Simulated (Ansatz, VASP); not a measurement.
**CaGa2O2: VASP beside Ansatz**

```
Ca Ga O
1.0
     3.75628   -4.01978    0.00000
     3.75628    4.01978    0.00000
     0.00000    0.00000    3.45008
Ca Ga O
1 2 2
Direct
  0.50000 0.50000 0.50000
  0.50000 0.00000 0.00000
  0.00000 0.50000 0.00000
  0.70511 0.70511 0.00000
  0.29489 0.29489 0.00000
```

Change from the starting cell: ordered mixture with vacancies on the cation sites of cuprite (C2/m, No. 12).

Alike in both runs: functional PBE; k mesh 8 × 8 × 10; occupations gaussian, width 0.1 eV; no spin polarisation.

Ansatz relaxed the structure, and its values are those at the end. VASP's run is a single point on that final structure, the one shown.

```csv
,VASP,Ansatz
version,VASP 6.6.1,Ansatz 0.2.0
potentials or method,"VASP PAW PBE potentials, release 64 (Ca_sv, Ga_d, O), cutoff 520 eV","scalar-relativistic, plane waves, PAW"
valence electrons in the cell,48,48
```

```csv
,VASP,Ansatz,Ansatz less VASP
gap on the k mesh at the Fermi level (eV),none,none,-
pressure (GPa),0.3,0.0,-0.31
rms of the force components (eV/Å),0.012,0.001,-0.0118
```

A gap of «none» marks a metal or a gap that the smearing closes. The functional is the same, so the differences come from potentials, cutoffs and numerics.
